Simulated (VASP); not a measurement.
A run of VASP 6.6.1 is set up as follows.

The input POSCAR:

```
MgO
1.0
    2.1231891914      2.1231891914      0.0000000000
   -2.1231891914      2.1231891914      0.0000000000
    0.0000000000      2.1231891914      2.0895545111
Mg O
1 1
Direct
    0.0000000000      0.0000000000      0.0000000000
    0.5000000000      0.5000000000      0.0000000000
```

Contents of INCAR.step1:

```
SYSTEM = MgO
ALGO = Normal
EDIFF = 1E-4
ENCUT = 520
GGA = PE
ISMEAR = 0
LASPH = .True.
LCHARG = .False.
LREAL = .False.
LWAVE = .True.
NBANDS = 11
NELM = 100
PREC = Accurate
SIGMA = 0.01
```

File INCAR.step2:

```
SYSTEM = MgO
ALGO = Normal
EDIFF = 1E-7
ENCUT = 520
ISIF = 2
ISMEAR = 0
ISTART = 1
LASPH = .True.
LCHARG = .False.
LMIXTAU = .True.
LREAL = .False.
LWAVE = .False.
METAGGA = R2SCAN
NBANDS = 11
NELM = 100
PREC = Accurate
SIGMA = 0.01
```

The input KPOINTS:

```
k-points
0
Gamma
  10 10 10
  0 0 0
```

Potentials or basis: VASP PAW PBE potentials, release 64 (Mg, O).

Launch:

```console
$ cat potpaw_PBE.64/Mg/POTCAR potpaw_PBE.64/O/POTCAR > POTCAR
$ cp INCAR.step1 INCAR
$ mpirun -np 1 vasp_std > vasp.out
$ cp INCAR.step2 INCAR
$ mpirun -np 1 vasp_std > vasp.out
```

Problem. Estimate the pressure.

Solution. -3.3 GPa.

Problem. What does it give for the band gap on the k mesh?

Solution. 5.51 eV.

Stress tensor (GPa, compression positive):
```
-4.38  0.00  0.00
 0.00 -4.38  0.00
 0.00  0.00 -1.11
```

Caveat: the cell differs from its parent crystal (in-plane strain +0.01, then relaxed in part); the cell stands under tension; the PAW data sets were made with another functional, which shifts forces and pressure a little.
